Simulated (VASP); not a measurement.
AlIn2N3: single point with PBE

Crystal: AlIn2N3.

```xyz
24
Lattice="0.0049 5.9295 0.0072 5.1368 2.9623 -5.5112 -5.1352 2.9538 -5.5143" Properties=species:S:1:pos:R:3 pbc="T T T"
In    0.0300    3.9464   -5.5892
In    0.0396    3.9297   -0.0519
In    0.0873    7.8591   -8.3330
In   -1.7021    6.9420   -5.4670
In    3.4354    3.9813   -5.7035
In   -1.7636    4.9204   -8.3503
In   -1.7567    4.8799   -2.8090
In    1.6744    4.9842   -2.8208
Al    0.0136    1.9482   -2.8056
Al    1.6822    6.9082   -5.5588
Al   -3.4254    3.9238   -5.5811
Al    1.7513    4.9952   -8.3178
N     1.7248    6.7218   -9.1740
N     1.5236    6.9884   -3.6368
N    -1.7065    6.9559   -9.0514
N    -1.7025    7.0588   -3.2506
N    -1.8653    4.8673   -6.1484
N     3.2705    7.7837   -6.1363
N     1.6981    5.1537   -6.3723
N    -3.3982    8.0707   -6.1918
N     0.1921    9.9577   -8.8872
N    -0.0056    3.7618   -3.4016
N     0.1460    7.8054   -6.1862
N     0.2025    1.8805   -0.8638
```

| Property | Result |
| --- | --- |
| Program | VASP 6.6.1 |
| Task | single point |
| Functional | PBE |
| Potentials or basis | VASP PAW PBE potentials, release 64 (In_d, Al, N) |
| Cutoff | 520 eV |
| k mesh | 3 × 2 × 2, shifted |
| Occupations | gaussian, width 0.1 eV |
| Spin | no spin polarisation |

* Pressure: 0.1 GPa
* Largest force: 0.038 eV/Å
* Band gap on the k mesh: 2.03 eV

Forces on the atoms (eV/Å):
```
In   0.018 -0.005 -0.011
In  -0.007 -0.004  0.004
In   0.024  0.003 -0.003
In  -0.002  0.006 -0.013
In  -0.012  0.008 -0.010
In  -0.005 -0.010  0.003
In  -0.007 -0.004 -0.006
In  -0.011  0.003 -0.006
Al  -0.003  0.019 -0.001
Al  -0.004 -0.011 -0.011
Al   0.007  0.002  0.021
Al  -0.002  0.020  0.001
N    0.000 -0.027 -0.023
N   -0.019  0.013 -0.017
N   -0.006  0.005  0.000
N    0.010  0.014  0.018
N   -0.031 -0.015  0.008
N   -0.023 -0.016  0.026
N    0.003  0.025 -0.007
N    0.000  0.028  0.006
N    0.018  0.009  0.013
N    0.006 -0.032  0.018
N    0.023 -0.016  0.013
N    0.025 -0.014 -0.022
```

Levels at points of the mesh, in eV from the valence-band top:
| k point | band 84 | band 85 | band 86 | band 87 | band 88 | band 89 | band 90 | band 91 | band 92 | band 93 |
| --- | --- | --- | --- | --- | --- | --- | --- | --- | --- | --- |
| (0.00, 0.25, 0.25) | -0.45 | -0.40 | -0.31 | -0.08 | 0.00 | 2.03 | 3.43 | 3.61 | 3.85 | 4.14 |

Wall time 13 min on 1 thread of Intel Xeon 8259CL (shared host), peak memory 0.49 GiB.

Caveat: spin-orbit coupling is left out, which moves the levels of the heavy elements; a shifted mesh leaves out Γ, where band edges can lie. A k mesh can miss the band edges.
